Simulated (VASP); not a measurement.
# HfC (P6_3/mmc) in VASP: further runs

HfC is run at these levels: PBE; tasks: single point.

All numbers are computed with VASP 6.6.1; they aren't measurements. Logs are shortened: lines on timing, memory, paths and dates and some standing lists are left out, and cuts for length are marked.

## 1. The cell of the first run

The structure is hexagonal, space group P6_3/mmc (No. 194). Conventional cell: a = 3.456 Å, b = 3.456 Å, c = 5.222 Å, α = 90.00°, β = 90.00°, γ = 120.00°. Within 3.1 Å of Hf (site symmetry -6m2) lie 6 C at 2.38 Å. C (site symmetry -3m) has 6 Hf at 2.38 Å and 2 C at 2.61 Å within 3.1 Å.

## 2. Single point, PBE (strained)

Contents of INCAR:

```
SYSTEM = HfC
PREC     = Accurate       ! precision mode
ENCUT    = 520            ! plane-wave cutoff, eV
EDIFF    = 1E-6           ! SCF threshold, eV
ISMEAR   = 0              ! smearing method
SIGMA    = 0.1            ! smearing width, eV
LREAL    = .False.        ! projectors in reciprocal space
LASPH    = .True.         ! aspherical terms in the spheres
NELM     = 100            ! most SCF steps
ALGO     = Normal         ! electronic algorithm
ISIF     = 2              ! what is computed and relaxed
LWAVE    = .False.        ! write WAVECAR
LCHARG   = .False.        ! write CHGCAR
GGA      = PE             ! functional
NBANDS   = 22             ! bands
```

Contents of KPOINTS:

```
Automatic mesh
0
Gamma
  15 15 8
  0 0 0
```

Contents of POSCAR:

```
HfC
1.0
    3.4558549257      0.0000000000      0.0000000000
   -1.7279274628      2.9928581574      0.0000000000
    0.0000000000      0.0000000000      5.2224843132
Hf C
2 2
Direct
    0.6666666667      0.3333333333      0.7500000000
    0.3333333333      0.6666666667      0.2500000000
    0.0000000000      0.0000000000      0.0000000000
    0.0000000000      0.0000000000      0.5000000000
```

Potentials or basis: VASP PAW PBE potentials, release 64 (Hf_pv, C).

The run is started by

```console
$ cat potpaw_PBE.64/Hf_pv/POTCAR potpaw_PBE.64/C/POTCAR > POTCAR
$ mpirun -np 1 vasp_std > vasp.out
```

OUTCAR:

```text
SYSTEM = HfC
   PREC = Accurate
   ENCUT = 520
   EDIFF = 1E-6
   ISMEAR = 0
   LREAL = .False.
   LASPH = .True.
   NELM = 100
   ISIF = 2
   GGA = PE

 ion  position               nearest neighbor table
   1  0.667  0.333  0.750-   3 2.38   4 2.38   3 2.38   4 2.38   3 2.38   4 2.38   2 3.29   2 3.29
                             2 3.29   2 3.29   2 3.29   2 3.29
   2  0.333  0.667  0.250-   3 2.38   4 2.38   3 2.38   4 2.38   3 2.38   4 2.38   1 3.29   1 3.29
                             1 3.29   1 3.29   1 3.29   1 3.29
   3  0.000  0.000  0.000-   1 2.38   2 2.38   2 2.38   1 2.38   1 2.38   2 2.38
   4  0.000  0.000  0.500-   1 2.38   2 2.38   2 2.38   1 2.38   1 2.38   2 2.38

  LATTYP: Found a hexagonal cell.
 ALAT       =     3.4558549257
 C/A-ratio  =     1.5111989437

  Lattice vectors:

 A1 = (   3.4558549257,   0.0000000000,   0.0000000000)
 A2 = (  -1.7279274628,   2.9928581574,   0.0000000000)
 A3 = (   0.0000000000,   0.0000000000,   5.2224843132)

Analysis of symmetry for initial positions (statically):
=====================================================================
 Subroutine PRICEL returns:
 Original cell was already a primitive cell.

 Routine SETGRP: Setting up the symmetry group for a
 hexagonal supercell.

 Subroutine GETGRP returns: Found 24 space group operations
 (whereof 12 operations were pure point group operations)
 out of a pool of 24 trial point group operations.

The static configuration has the point symmetry D_3d.
 The point group associated with its full space group is D_6h.

Analysis of symmetry for dynamics (positions and initial velocities):
=====================================================================
 Subroutine PRICEL returns:
 Original cell was already a primitive cell.

 Routine SETGRP: Setting up the symmetry group for a
 hexagonal supercell.

 Subroutine GETGRP returns: Found 24 space group operations
 (whereof 12 operations were pure point group operations)
 out of a pool of 24 trial point group operations.

The dynamic configuration has the point symmetry D_3d.
 The point group associated with its full space group is D_6h.

 Subroutine INISYM returns: Found 24 space group operations
 (whereof 12 operations are pure point group operations),
 and found     1 'primitive' translations

----------------------------------------------------------------------------------------

                                     Primitive cell

  volume of cell :      54.0155
[... 93 lines left out ...]
   EDIFF  = 0.1E-05   stopping-criterion for ELM
   LREAL  =      F    real-space projection
   EDIFFG = 0.1E-04   stopping-criterion for IOM
   NSW    =      0    number of steps for IOM
   IBRION =     -1    ionic relax: 0-MD 1-quasi-New 2-CG
   NFREE  =      0    steps in history (QN), initial steepest desc. (CG)
   ISIF   =      2    stress and relaxation
   ISYM   =      2    0-nonsym 1-usesym 2-fastsym
   POTIM  = 0.5000    time-step for ionic-motion
   TEBEG  =    0.0;   TEEND  =   0.0 temperature during run
   PSTRESS=    0.0 pullay stress
   NELECT =      28.0000    total number of electrons
   NUPDOWN=      -1.0000    fix difference up-down
   EMIN   =  10.00;   EMAX   =-10.00  energy-range for DOS
   EFERMI =   0.00;   METHOD = LEGACY
   ISMEAR =     0;   SIGMA  =   0.10  broadening in eV -4-tet -1-fermi 0-gaus
   EFERMI_NEDOS =   21; number of points for ismear=-14 and -15
   IALGO  =     38    algorithm
   IMIX   =      4    mixing-type and parameters
     AMIX     =   0.40;   BMIX     =  1.00
     AMIX_MAG =   1.60;   BMIX_MAG =  1.00
  volume/ion in A,a.u.               =      13.50        91.13
  Fermi-wavevector in a.u.,A,eV,Ry     =   1.315087  2.485155 23.530658  1.729455
  Thomas-Fermi vector in A             =   2.445295
   LORBIT       =      0    0 simple, 1 ext, 2 COOP (PROOUT), +10 PAW based schemes
   GGA     = PE    functional components
   LHFCALC =     F    Hartree Fock is set to
   AEXX    =    0.0000 exact exchange contribution
   IVDW    =     0    specifies the selected vdW correction
   LEPSILON=     F    determine dielectric tensor
   LRPA    =     F    only Hartree local field effects (RPA)
 non-spin polarized calculation
 Gauss-broadening in eV      SIGMA  =   0.10
  energy-cutoff  :      520.00
  volume of cell :       54.02
 maximum number of plane-waves:      1483
 NGX is ok and might be reduce to    28
   NGX = 13   NGY = 13   NGZ = 19

 number of electron      27.9999999 magnetization

 Free energy of the ion-electron system (eV)
  ---------------------------------------------------
  ext. energy  EPLUGINS =         0.00000000
  ---------------------------------------------------
  free energy    TOTEN  =       -41.06400037 eV

  energy without entropy =      -41.06149471  energy(sigma->0) =      -41.06274754

 E-fermi :   6.0217     XC(G=0): -11.9434

 val. band max:        6.0108404153   @ k =   0.2667   0.2667   0.2500
 cond. band min:       6.0310148702   @ k =   0.3333   0.2667   0.1250
 fundamental gap:      0.0201744549
 Fermi energy:         6.0217080571

 k-point     1 :       0.0000    0.0000    0.0000
  band No.  band energies     occupation
      1     -24.9168      2.00000
      2     -24.4830      2.00000
      3     -24.4830      2.00000
      4     -24.3992      2.00000
      5     -24.3992      2.00000
      6     -24.3207      2.00000
[... 589 lines left out ...]
     21      12.5405      0.00000
     22      12.5832      0.00000

 [... further k-points ...]

------------------------ aborting loop because EDIFF is reached ----------------------------------------

  FORCE on cell =-STRESS in cart. coord.  units (eV):
  Direction    XX          YY          ZZ          XY          YZ          ZX
  --------------------------------------------------------------------------------------
  -------------------------------------------------------------------------------------
  Total       -6.3680439     -6.3680439     -3.2118780     -0.0000000      0.0000000      0.0000000
  in kB     -188.8851658   -188.8851658    -95.2688332     -0.0000000      0.0000000      0.0000000
  external PRESSURE =    -157.6797216 kB  Pullay stress =       0.0000000 kB

 VOLUME and BASIS-vectors are now :
 -----------------------------------------------------------------------------
  energy-cutoff  :      520.00
  volume of cell :       54.02
      direct lattice vectors                 reciprocal lattice vectors
     3.455854926  0.000000000  0.000000000     0.289363999  0.167064383  0.000000000
    -1.727927463  2.992858157  0.000000000     0.000000000  0.334128765  0.000000000
     0.000000000  0.000000000  5.222484313     0.000000000  0.000000000  0.191479752

 POSITION                                       TOTAL-FORCE (eV/Angst)
 -----------------------------------------------------------------------------------
      1.72793      0.99762      3.91686         0.000000      0.000000      0.000000
     -0.00000      1.99524      1.30562        -0.000000     -0.000000      0.000000
      0.00000      0.00000      0.00000        -0.000000     -0.000000      0.000000
      0.00000      0.00000      2.61124         0.000000     -0.000000      0.000000
 -----------------------------------------------------------------------------------
    total drift:                               -0.000000      0.000000     -0.000000

  FREE ENERGIE OF THE ION-ELECTRON SYSTEM (eV)
  ---------------------------------------------------
  free  energy   TOTEN  =       -41.0640003749 eV

  energy  without entropy=      -41.0614947055  energy(sigma->0) =      -41.06274754
```

OSZICAR:

```text
N       E                     dE             d eps       ncg     rms          rms(c)
DAV:   1     0.844869846703E+02    0.84487E+02   -0.15411E+04  5964   0.124E+03
DAV:   2    -0.414362660540E+02   -0.12592E+03   -0.12008E+03  7600   0.282E+02
DAV:   3    -0.468949933240E+02   -0.54587E+01   -0.53978E+01  7732   0.420E+01
DAV:   4    -0.469588554921E+02   -0.63862E-01   -0.63772E-01  7378   0.496E+00
DAV:   5    -0.469597896401E+02   -0.93415E-03   -0.93388E-03  8044   0.502E-01    0.658E+01
DAV:   6    -0.414943543645E+02    0.54654E+01   -0.51562E+01  7102   0.235E+01    0.509E+01
DAV:   7    -0.411097293154E+02    0.38463E+00   -0.35162E+00  6916   0.843E+00    0.288E+01
DAV:   8    -0.411096654512E+02    0.63864E-04   -0.27199E-01  7418   0.330E+00    0.711E+00
DAV:   9    -0.410668380018E+02    0.42827E-01   -0.30075E-01  7100   0.192E+00    0.340E+00
DAV:  10    -0.410654612806E+02    0.13767E-02   -0.80276E-03  7376   0.509E-01    0.136E+00
DAV:  11    -0.410640375263E+02    0.14238E-02   -0.55264E-03  7102   0.289E-01    0.473E-01
DAV:  12    -0.410639999175E+02    0.37609E-04   -0.47525E-04  7778   0.100E-01    0.226E-02
DAV:  13    -0.410640038953E+02   -0.39778E-05   -0.16592E-05  7736   0.174E-02    0.691E-02
DAV:  14    -0.410640006282E+02    0.32671E-05   -0.72854E-06  7168   0.111E-02    0.126E-02
DAV:  15    -0.410640003749E+02    0.25332E-06   -0.94712E-07  4450   0.500E-03
   1 F= -.41064000E+02 E0= -.41062748E+02  d E =-.250567E-02
```

It took 2.3 min on 1 thread of Intel Xeon Platinum 8488C (Sapphire Rapids), shared host; peak memory 0.28 GiB.

Results:

```yaml
Free_energy: -41.0640 eV
Pressure: -15.8 GPa
Band_gap_on_the_k_mesh: zero (band 14 reaches 6.88 eV, above the bottom of band 15 at 5.65 eV)
```

Stress tensor (GPa, compression positive):
```
-18.89   0.00   0.00
  0.00 -18.89   0.00
  0.00   0.00  -9.53
```

Levels at points of the mesh, in eV from the Fermi level:
| k point | band 12 | band 13 | band 14 | band 15 | band 16 | band 17 |
| --- | --- | --- | --- | --- | --- | --- |
| (0.00, 0.00, 0.00) | -1.34 | -1.34 | 0.86 | 1.26 | 1.26 | 1.51 |
| (0.00, 0.00, 0.50) | -2.76 | -2.76 | -2.76 | 3.48 | 3.48 | 3.59 |

Caveat: the cell differs from its parent crystal (strained); spin-orbit coupling is left out, which moves the levels of the heavy elements.

(Part 1 of 2 ends here.)
